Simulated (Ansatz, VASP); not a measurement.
**BaZrO3 in VASP and in Ansatz**

Contents of INCAR:

```
SYSTEM = BaZrO3
PREC = Accurate
ENCUT = 520
EDIFF = 1E-6
ISMEAR = 0
SIGMA = 0.05
LREAL = .False.
LASPH = .True.
NELM = 150
ALGO = Normal
ISIF = 2
LWAVE = .False.
LCHARG = .False.
LNONCOLLINEAR = .True.
MAGMOM = 0 0 0 0 0 0 0 0 0 0 0 0 0 0 0
LORBIT = 11
LSORBIT = .True.
GGA_COMPAT = .False.
LORBMOM = .True.
LMAXMIX = 4
GGA = PE
NBANDS = 55
```

File KPOINTS:

```
regular mesh
0
Gamma
  6 6 6
  0 0 0
```

POSCAR

```
BaZrO3
1.0
    4.2271748875      0.0000000000      0.0000000000
    0.0000000000      4.2271748875      0.0000000000
    0.0000000000      0.0000000000      4.2271748875
Ba Zr O
1 1 3
Direct
    0.0000000000      0.0000000000      0.0000000000
    0.5000000000      0.5000000000      0.5000000000
    0.0000000000      0.5000000000      0.5000000000
    0.5000000000      0.5000000000      0.0000000000
    0.5000000000      0.0000000000      0.5000000000
```

Input for Ansatz:

```yaml
crystal:
  lattice:
    - [4.2271748875, 0.0, 0.0]
    - [0.0, 4.2271748875, 0.0]
    - [0.0, 0.0, 4.2271748875]
  atoms:
    - { symbol: Ba, position: [0.0, 0.0, 0.0] }
    - { symbol: Zr, position: [0.5, 0.5, 0.5] }
    - { symbol: O, position: [0.0, 0.5, 0.5] }
    - { symbol: O, position: [0.5, 0.5, 0.0] }
    - { symbol: O, position: [0.5, 0.0, 0.5] }
basis:
  ecutwfc: 420
  ecutrho_ratio: 4
kpoints:
  mp_grid: { grid: [6, 6, 6] }
hamiltonian:
  xc: pbe
scf:
  occupations: { method: gaussian, width: 0.05 }
output:
  forces: true
  stress: true
  eigenvalues: true
  populations: true
magnetization:
  noncollinear: true
  spin_orbit: true
```

Alike in both runs: task single point; functional PBE; k mesh 6 × 6 × 6; occupations gaussian, width 0.05 eV; non-collinear spin, spin-orbit coupling.

```csv
,VASP,Ansatz
version,VASP 6.6.1,Ansatz 0.2.0
potentials or method,"VASP PAW PBE potentials, release 64 (Ba_sv, Zr_sv, O), cutoff 520 eV","plane waves, PAW"
valence electrons in the cell,40,40
```

Ansatz gave:

- pressure (GPa): 0.0

Task: Which values does VASP return?

Result: Pressure (GPa): 0.9.
